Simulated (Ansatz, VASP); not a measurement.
**ZnO in VASP and in Ansatz**

Contents of INCAR:

```
SYSTEM = ZnO
PREC = Accurate ; ENCUT = 520
EDIFF = 1E-6 ; ISMEAR = -1
SIGMA = 0.03 ; LREAL = .False.
LASPH = .True. ; NELM = 80
ALGO = Normal ; ISIF = 2
LWAVE = .False. ; LCHARG = .False.
GGA = PE ; NBANDS = 16
```

Contents of KPOINTS:

```
Automatic mesh
0
Gamma
  10 10 10
  0 0 0
```

POSCAR

```
ZnO
1.0
    0.0000000000      2.1576867525      2.1576867525
    2.1576867525      0.0000000000      2.1576867525
    2.1576867525      2.1576867525      0.0000000000
Zn O
1 1
Direct
    0.0000000000      0.0000000000      0.0000000000
    0.5000000000      0.5000000000      0.5000000000
```

Input for Ansatz:

```yaml
crystal:
  lattice:
    - [0.0, 2.1576867525, 2.1576867525]
    - [2.1576867525, 0.0, 2.1576867525]
    - [2.1576867525, 2.1576867525, 0.0]
  atoms:
    - { symbol: Zn, position: [0.0, 0.0, 0.0] }
    - { symbol: O, position: [0.5, 0.5, 0.5] }
kpoints:
  mp_grid: { grid: [10, 10, 10] }
scf:
  occupations: { method: fermi_dirac, width: 0.03 }
hamiltonian:
  xc: pbe
  pseudopotentials: { kind: all_electron, lapw: { basis_error: 0.001 } }
output:
  forces: true
  stress: true
  eigenvalues: true
```

Change from the starting cell: volume scaled by 1.025.

Alike in both runs: task single point; functional PBE; k mesh 10 × 10 × 10; occupations fermi-dirac, width 0.03 eV; no spin polarisation.

|  | VASP | Ansatz |
| --- | --- | --- |
| version | VASP 6.6.1 | Ansatz 0.2.0 |
| potentials or method | VASP PAW PBE potentials, release 64 (Zn, O), cutoff 520 eV | all-electron LAPW, scalar-relativistic |

|  | VASP | Ansatz | Ansatz less VASP |
| --- | --- | --- | --- |
| pressure (GPa) | 2.7 | 1.6 | -1.09 |

Ansatz ran all-electron here, and VASP with PAW potentials.
